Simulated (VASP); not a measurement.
WSe2, 6 atoms in the cell. It takes space group P6_3/mmc (No. 194, hexagonal). Conventional cell: a = 3.300 Å, b = 3.300 Å, c = 13.149 Å, α = 90.00°, β = 90.00°, γ = 120.00°. W (site symmetry -6m2) has 6 Se at 2.53 Å and 6 W at 3.30 Å within 3.3 Å. Within 3.4 Å of Se (site symmetry 3m) lie 3 W at 2.53 Å and 7 Se at 3.30 to 3.33 Å. 

```yaml
Program: VASP 6.6.1
Task: single point
Functional: r2SCAN
Potentials_or_basis: VASP PAW PBE potentials, release 64 (W_sv, Se)
Cutoff: 520 eV
k_mesh: 12 × 12 × 2
Occupations: gaussian, width 0.01 eV
Spin: no spin polarisation
Dipole_correction: no
Further_INCAR_settings: ALGO = Normal; EDIFF = 1e-06; NBANDS = 35
```

Potentials or basis: VASP PAW PBE potentials, release 64 (W_sv, Se).

Command:

```sh
$ cat potpaw_PBE.64/W_sv/POTCAR potpaw_PBE.64/Se/POTCAR > POTCAR
$ cp INCAR.step1 INCAR
$ mpirun -np 1 vasp_std > vasp.out
$ cp INCAR.step2 INCAR
$ mpirun -np 1 vasp_std > vasp.out
```

Hardware: 1 thread of Intel Xeon 8259CL (shared host).

**Question.** Estimate the wall time of this run.

**Answer.** Wall time 19 min on 1 thread of Intel Xeon 8259CL (shared host), peak memory 0.38 GiB. Counts: k points 38.
